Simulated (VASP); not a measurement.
## Bi: single point with RPBE

Bi:

```
Bi
1.0
     0.00000    3.58929    3.58929
     3.58929    0.00000    3.58929
     3.58929    3.58929    0.00000
Bi
2
Direct
  0.12500 0.12500 0.12500
  0.87500 0.87500 0.87500
```

This cell differs from its parent crystal: volume scaled by 0.92.

```yaml
Program: VASP 6.6.1
Task: single point
Functional: RPBE
Potentials_or_basis: VASP PAW PBE potentials, release 64 (Bi_d)
Cutoff: 520 eV
k_mesh: 8 × 8 × 8
Occupations: fermi-dirac, width 0.1 eV
Spin: no spin polarisation
Dipole_correction: no
Further_INCAR_settings: ALGO = Normal; EDIFF = 1e-07; NBANDS = 22
```

```
Pressure               : 2.5 GPa
Band gap on the k mesh : zero (band 15 reaches 4.72 eV, above the bottom of band 16 at 3.68 eV)
```

Levels at points of the mesh, in eV from the Fermi level:
```csv
k point,band 12,band 13,band 14,band 15,band 16,band 17,band 18,band 19
"(0.00, 0.00, 0.00)",-7.71,-1.37,-1.37,-1.37,0.86,0.86,0.86,3.48
"(0.50, 0.00, 0.00)",-9.53,-2.41,-2.18,-2.18,1.93,1.93,3.98,5.25
"(0.50, 0.50, 0.00)",-10.69,-3.03,-3.03,-0.40,-0.40,4.44,4.44,6.21
```

Run time: 24 s on 1 thread of Intel(R) Xeon(R) 6975P-C (Granite Rapids), on a shared host, peak memory 0.25 GiB.

Caveat: the PAW data sets were made with another functional, which shifts forces and pressure a little; spin-orbit coupling is left out, which moves the levels of the heavy elements.
